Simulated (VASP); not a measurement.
Write the native input for VASP 6.6.1 that does the following.

* Task: single point
* Functional: r2SCAN
* Potentials or basis: VASP PAW PBE potentials, release 64 (B, Ca_sv, Al)
* Cutoff: 520 eV
* k mesh: 8 × 8 × 8
* Occupations: gaussian, width 0.2734 eV
* Spin: no spin polarisation
* Dipole correction: no
* Further INCAR settings: ALGO = Normal; EDIFF = 1e-06; NBANDS = 22

Crystal: Ca2AlB2.

```xyz
5
Lattice="0.0000 0.0000 3.7280 3.9872 -2.6455 1.8640 3.9872 2.6455 -1.8640" Properties=species:S:1:pos:R:3 pbc="T T T"
B     3.9872   -1.1122    3.7280
B     3.9872    1.1122    0.0000
Ca    5.6733    0.0000    1.8640
Ca    2.3010    0.0000    1.8640
Al    0.0000    0.0000    0.0000
```

One way to write it, as run:

POSCAR

```
Ca2AlB2
1.0
    0.0000000000      0.0000000000      3.7280480000
    3.9871710000     -2.6455340000      1.8640240000
    3.9871710000      2.6455340000     -1.8640240000
B Ca Al
2 2 1
Direct
    0.7898000000      0.7102000000      0.2898000000
    0.2102000000      0.2898000000      0.7102000000
    0.5000000000      0.7114500000      0.7114500000
    0.5000000000      0.2885500000      0.2885500000
    0.0000000000      0.0000000000      0.0000000000
```

INCAR.step1

```
PREC     = Accurate       # precision mode
ENCUT    = 520            # plane-wave cutoff, eV
ISMEAR   = 0              # smearing method
SIGMA    = 0.2734         # smearing width, eV
LREAL    = F              # projectors in reciprocal space
LASPH    = T              # aspherical terms in the spheres
NELM     = 60             # most SCF steps
NBANDS   = 22             # bands
GGA      = PE             # functional
ALGO     = Normal         # electronic algorithm
EDIFF    = 1E-4           # SCF threshold, eV
LWAVE    = T              # write WAVECAR
LCHARG   = F              # write CHGCAR
```

INCAR.step2

```
PREC     = Accurate       # precision mode
ENCUT    = 520            # plane-wave cutoff, eV
EDIFF    = 1E-6           # SCF threshold, eV
ISMEAR   = 0              # smearing method
SIGMA    = 0.2734         # smearing width, eV
LREAL    = F              # projectors in reciprocal space
LASPH    = T              # aspherical terms in the spheres
NELM     = 60             # most SCF steps
ALGO     = Normal         # electronic algorithm
ISIF     = 2              # what is computed and relaxed
LWAVE    = F              # write WAVECAR
LCHARG   = F              # write CHGCAR
METAGGA  = R2SCAN         # meta-GGA
LMIXTAU  = T            
NBANDS   = 22             # bands
ISTART   = 1
```

KPOINTS

```
Automatic mesh
0
Gamma
  8 8 8
```

Potentials or basis: VASP PAW PBE potentials, release 64 (B, Ca_sv, Al).

Run with:

```sh
$ cat potpaw_PBE.64/B/POTCAR potpaw_PBE.64/Ca_sv/POTCAR potpaw_PBE.64/Al/POTCAR > POTCAR
$ cp INCAR.step1 INCAR
$ mpirun -np 1 vasp_std > vasp.out
$ cp INCAR.step2 INCAR
$ mpirun -np 1 vasp_std > vasp.out
```

Results of the run:

```json
{"Pressure": "6.7 GPa", "Largest force": "0.966 eV/Å", "Band gap on the k mesh": "zero (an odd number of electrons rules out a gap without spin polarisation)"}
```

Caveat: the cell stands under pressure; the PAW data sets were made with another functional, which shifts forces and pressure a little.

It took 9.6 min on 1 thread of Intel(R) Xeon(R) Platinum 8259CL CPU @ 2.50GHz (Skylake/Cascade Lake), on a shared host, peak memory 0.32 GiB.
